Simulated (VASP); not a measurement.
**Pt: single point with PBEsol**

Pt:

```
Pt
1.0
     0.00000    1.95709    1.95709
     1.95709    0.00000    1.95709
     1.95709    1.95709    0.00000
Pt
1
Direct
  0.00000 0.00000 0.00000
```

```json
{
 "Program": "VASP 6.6.1",
 "Task": "single point",
 "Functional": "PBEsol",
 "Potentials or basis": "VASP PAW PBE potentials, release 64 (Pt)",
 "Cutoff": "500 eV",
 "k mesh": "11 × 11 × 11",
 "Occupations": "gaussian, width 0.05 eV",
 "Spin": "no spin polarisation",
 "Dipole correction": "no",
 "Further INCAR settings": "ALGO = Normal; EDIFF = 1e-06; NBANDS = 11"
}
```

* Pressure: 0.1 GPa
* Band gap on the k mesh: zero (band 5 reaches 11.60 eV, above the bottom of band 6 at 9.47 eV)

Levels at points of the mesh, in eV from the Fermi level:
| k point | band 2 | band 3 | band 4 | band 5 | band 6 | band 7 | band 8 | band 9 |
| --- | --- | --- | --- | --- | --- | --- | --- | --- |
| (0.00, 0.00, 0.00) | -3.79 | -3.79 | -3.79 | -1.59 | -1.59 | 14.67 | 19.66 | 19.66 |

Run time: 4.2 s on 1 thread of Intel(R) Xeon(R) 6975P-C (Granite Rapids), on a shared host, peak memory 0.12 GiB.

Caveat: the PAW data sets were made with another functional, which shifts forces and pressure a little; spin-orbit coupling is left out, which moves the levels of the heavy elements.
